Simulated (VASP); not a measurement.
Set up this calculation in VASP 6.6.1, as the native input.

| Property | Result |
| --- | --- |
| Task | single point |
| Functional | PBE |
| Potentials or basis | VASP PAW PBE potentials, release 64 (Ba_sv, Ti_sv, O_h) |
| Cutoff | 1340 eV |
| k mesh | 8 × 8 × 8 |
| Occupations | gaussian, width 0.02 eV |
| Spin | no spin polarisation |
| Dipole correction | no |
| Further INCAR settings | ALGO = Normal; EDIFF = 1e-06; NBANDS = 28 |

The structure of BaTiO3 lies in POSCAR:

```
BaTiO3
1.0
    3.9853536484      0.0000000000      0.0000000000
    0.0000000000      3.9853536484      0.0000000000
    0.0000000000      0.0000000000      4.2018073103
Ba Ti O
1 1 3
Direct
    0.0000000000      0.0000000000     -0.0136812335
    0.5000000000      0.5000000000      0.4690806651
    0.5000000000      0.5000000000      0.0378497789
    0.5000000000      0.0000000000      0.5173753947
    0.0000000000      0.5000000000      0.5173753947
```

One way to write it, as run:

INCAR

```
SYSTEM = BaTiO3
ALGO = Normal ; EDIFF = 1E-6
ENCUT = 1340 ; GGA = PE
GGA_COMPAT = .FALSE. ; ISIF = 2
ISMEAR = 0 ; LASPH = .TRUE.
LCHARG = .TRUE. ; LELF = .TRUE.
LREAL = .FALSE. ; LVHAR = .TRUE.
LWAVE = .FALSE. ; NBANDS = 28
NELM = 120 ; PREC = Accurate
SIGMA = 0.02
```

KPOINTS

```
k-points
0
G
  8 8 8
  0 0 0
```

Potentials or basis: VASP PAW PBE potentials, release 64 (Ba_sv, Ti_sv, O_h).

Launch:

```console
$ cat potpaw_PBE.64/Ba_sv/POTCAR potpaw_PBE.64/Ti_sv/POTCAR potpaw_PBE.64/O_h/POTCAR > POTCAR
$ mpirun -np 1 vasp_std > vasp.out
```

Results of the run:

```yaml
Pressure: 1.4 GPa
Largest_force: 0.049 eV/Å
Band_gap_on_the_k_mesh: 1.79 eV (least direct gap 2.36 eV)
```

Caveat: spin-orbit coupling is left out, which moves the levels of the heavy elements.

Run time: 5.9 min on 1 thread of Intel(R) Xeon(R) Platinum 8488C (Sapphire Rapids), with other jobs on the host, peak memory 0.73 GiB.
